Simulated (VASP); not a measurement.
Be, 3 atoms in the cell. Symmetry: P6/mmm, No. 191, hexagonal system. Conventional cell: a = 3.543 Å, b = 3.543 Å, c = 2.197 Å, α = 90.00°, β = 90.00°, γ = 120.00°. Within 2.9 Å of Be (site symmetry 6/mmm) lie 14 Be at 2.20 to 2.32 Å. Be (site symmetry -6m2) has 11 Be at 2.05 to 2.32 Å within 2.7 Å. This isn't the form of Be at room conditions, which is hcp.

| Property | Result |
| --- | --- |
| Program | VASP 6.6.1 |
| Task | relaxation of cell and atoms |
| Functional | PBE |
| Potentials or basis | VASP PAW PBE potentials, release 64 (Be) |
| Cutoff | 600 eV |
| k mesh | 10 × 10 × 14 |
| Occupations | fermi-dirac, width 0.08 eV |
| Spin | no spin polarisation |
| Target pressure | -1.3 GPa |
| Dipole correction | no |
| Further INCAR settings | ALGO = Normal; EDIFF = 1e-06; IBRION = 2; EDIFFG = -0.005; NSW = 60; ISIF = 3 |

Potentials or basis: VASP PAW PBE potentials, release 64 (Be).

The run is started by

```console
$ cat potpaw_PBE.64/Be/POTCAR > POTCAR
$ mpirun -np 1 vasp_std > vasp.out
```

Hardware: 1 thread of Intel(R) Xeon(R) 6975P-C (Granite Rapids) (shared host).

Problem. How long does it take, and how much memory?

Solution. Wall time 20 s on 1 thread of Intel(R) Xeon(R) 6975P-C (Granite Rapids), with other jobs on the host, peak memory 0.14 GiB. Counts: scf iterations 26, k points 112, ion steps 6.
